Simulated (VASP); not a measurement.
Crystal: TePb.

```xyz
2
Lattice="0.0000 3.2310 3.2310 3.2310 0.0000 3.2310 3.2310 3.2310 0.0000" Properties=species:S:1:pos:R:3 pbc="T T T"
Te    3.2310    3.2310    3.2310
Pb    0.0000    0.0000    0.0000
```

* Program: VASP 6.6.1
* Task: relaxation of cell and atoms
* Functional: PBE
* Potentials or basis: VASP PAW PBE potentials, release 64 (Te, Pb_d)
* Cutoff: 600 eV
* k mesh: 3 × 3 × 3
* Occupations: gaussian, width 0.01 eV
* Spin: no spin polarisation

At the start: pressure 2.1 GPa; volume 33.73 Å³/atom.

Where does the relaxation end?

Over 3 steps the energy falls by 9.9 meV/atom and the volume is 35.33 Å³/atom (+4.8 %); space group Fm-3m (No. 225, to 0.05 Å).

Step by step:
```
step  energy change (eV)  largest force (eV/Å)  pressure (GPa)  volume (Å³)
   1              0.0000                0.0000            2.06        67.46
   2             -0.0177                0.0000           -0.60        71.79
   3             -0.0198                0.0000            0.01        70.67
```

Final structure:
```cif
data_structure
_symmetry_space_group_name_H-M 'P 1'
_symmetry_Int_Tables_number 1
_cell_length_a 4.6406
_cell_length_b 4.6406
_cell_length_c 4.6406
_cell_angle_alpha 60.000
_cell_angle_beta 60.000
_cell_angle_gamma 60.000
_cell_volume 70.67
loop_
_atom_site_label
_atom_site_type_symbol
_atom_site_fract_x
_atom_site_fract_y
_atom_site_fract_z
_atom_site_occupancy
Te1 Te 0.50000 0.50000 0.50000 1
Pb1 Pb 0.00000 0.00000 0.00000 1
```

Caveat: the k points lie up to 0.55 Å⁻¹ apart in the final cell.
